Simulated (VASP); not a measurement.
The system is Al2H3.

```xyz
5
Lattice="3.2722 0.0000 0.0000 -1.6361 2.8338 0.0000 0.0000 0.0000 5.0910" Properties=species:S:1:pos:R:3 pbc="T T T"
Al    0.0000    1.8892    1.2473
Al    1.6361    0.9446    3.8437
H     0.0000    0.0000    0.0000
H     0.0000    1.8892    3.2837
H     1.6361    0.9446    1.8073
```

```yaml
Program: VASP 6.6.1
Task: relaxation of cell and atoms
Functional: PBE
Potentials_or_basis: VASP PAW PBE potentials, release 64 (Al, H)
Cutoff: 500 eV
k_mesh: 6 × 6 × 4
Occupations: gaussian, width 0.1 eV
Spin: no spin polarisation
```

At the start: pressure -3.3 GPa; volume 9.44 Å³/atom.

Question: How do energy, volume and symmetry change on relaxing?

Answer: Over 13 steps the energy falls by 35.6 meV/atom and the volume is 8.94 Å³/atom (-5.3 %); space group P-3m1 (No. 164, to 0.05 Å).

The path:
```tsv
step	energy change (eV)	largest force (eV/Å)	pressure (GPa)	volume (Å³)
1	0.0000	0.4848	-3.28	47.21
2	-0.0623	0.3794	-2.04	45.89
3	-0.1057	0.1502	0.21	44.17
4	-0.1115	0.0595	1.22	43.44
5	-0.1121	0.0208	1.82	43.07
6	-0.1322	0.1167	1.16	43.58
7	-0.1600	0.3671	-0.57	45.05
8	-0.1702	0.1901	-0.64	45.25
9	-0.1705	0.1491	-0.64	45.28
10	-0.1744	0.0880	-0.26	44.97
11	-0.1768	0.0814	0.36	44.50
12	-0.1779	0.0464	0.12	44.60
13	-0.1782	0.0182	-0.07	44.69
```

Final structure:
```
Al H
1.0
     3.37628    0.00000    0.00000
    -1.68814    2.92394    0.00000
     0.00000    0.00000    4.52649
Al H
2 3
Direct
  0.33333 0.66667 0.23261
  0.66667 0.33333 0.76739
  0.00000 0.00000 0.00000
  0.33333 0.66667 0.64487
  0.66667 0.33333 0.35513
```

Caveat: the k points lie up to 0.36 Å⁻¹ apart in the final cell.
